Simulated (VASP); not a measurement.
Crystal: Ni.

```
Ni
1.0
     0.00000    1.76194    1.76194
     1.76194    0.00000    1.76194
     1.76194    1.76194    0.00000
Ni
1
Direct
  0.00000 0.00000 0.00000
```

- Program: VASP 6.6.1
- Task: relaxation of cell and atoms
- Functional: PBEsol
- Potentials or basis: VASP PAW PBE potentials, release 64 (Ni)
- Cutoff: 600 eV
- k mesh: 10 × 10 × 10
- Occupations: gaussian, width 0.1 eV
- Spin: collinear spin, ferromagnetic start
- Starting moments: [0.81] μB

At the start: pressure -10.1 GPa; volume 10.94 Å³/atom.

Task: How do energy, volume and symmetry change on relaxing?

Result: Over 3 steps the energy falls by 17.8 meV/atom and the volume is 10.41 Å³/atom (-4.9 %); space group Fm-3m (No. 225, to 0.05 Å); moment 0.71 μB per cell.

The path:
```tsv
step	energy change (eV)	largest force (eV/Å)	pressure (GPa)	volume (Å³)
1	0.0000	0.0000	-10.08	10.94
2	0.0021	0.0000	13.02	9.89
3	-0.0178	0.0000	-0.08	10.41
```

Final structure:
```yaml
crystal:
  lattice:
    - [0.00000, 1.73282, 1.73282]
    - [1.73282, 0.00000, 1.73282]
    - [1.73282, 1.73282, 0.00000]
  atoms:
    - { symbol: Ni, position: [0.00000, 0.00000, 0.00000] }
```

Caveat: the PAW data sets were made with another functional, which shifts forces and pressure a little.
